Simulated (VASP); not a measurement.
PtSe2 (Sudovikovite), 3 atoms in the cell. The structure is trigonal, space group P-3m1 (No. 164). The conventional cell has a = 3.724 Å, b = 3.724 Å, c = 5.062 Å, α = 90.00°, β = 90.00°, γ = 120.00°. Pt (site symmetry -3m) has 6 Se at 2.49 Å within 3.3 Å. Within 3.3 Å of Se (site symmetry 3m) lie 3 Pt at 2.49 Å. 

```yaml
Program: VASP 6.6.1
Task: single point
Functional: PBE-based screened hybrid
Potentials_or_basis: VASP PAW PBE potentials, release 64 (Pt, Se)
Cutoff: 520 eV
k_mesh: 5 × 5 × 3
Occupations: fermi-dirac, width 0.05 eV
Spin: no spin polarisation
Dipole_correction: no
Grid_for_exact_exchange_PRECFOCK: Normal
Share_of_exact_exchange: 0.25
Further_INCAR_settings: ALGO = Normal; EDIFF = 1e-06; NBANDS = 18
Screening_parameter: 0.20787 1/Å
```

Potentials or basis: VASP PAW PBE potentials, release 64 (Pt, Se).

Run with:

```sh
$ cat potpaw_PBE.64/Pt/POTCAR potpaw_PBE.64/Se/POTCAR > POTCAR
$ cp INCAR.step1 INCAR
$ mpirun -np 1 vasp_std > vasp.out
$ cp INCAR.step2 INCAR
$ mpirun -np 1 vasp_std > vasp.out
```

Hardware: 1 thread of Intel(R) Xeon(R) Platinum 8124M CPU @ 3.00GHz (Skylake/Cascade Lake) (shared host).

Question: Estimate the wall time of this run.

Answer: It took 39 min on 1 thread of Intel(R) Xeon(R) Platinum 8124M CPU @ 3.00GHz (Skylake/Cascade Lake), on a shared host, peak memory 0.3 GiB. Counts: k points 12.
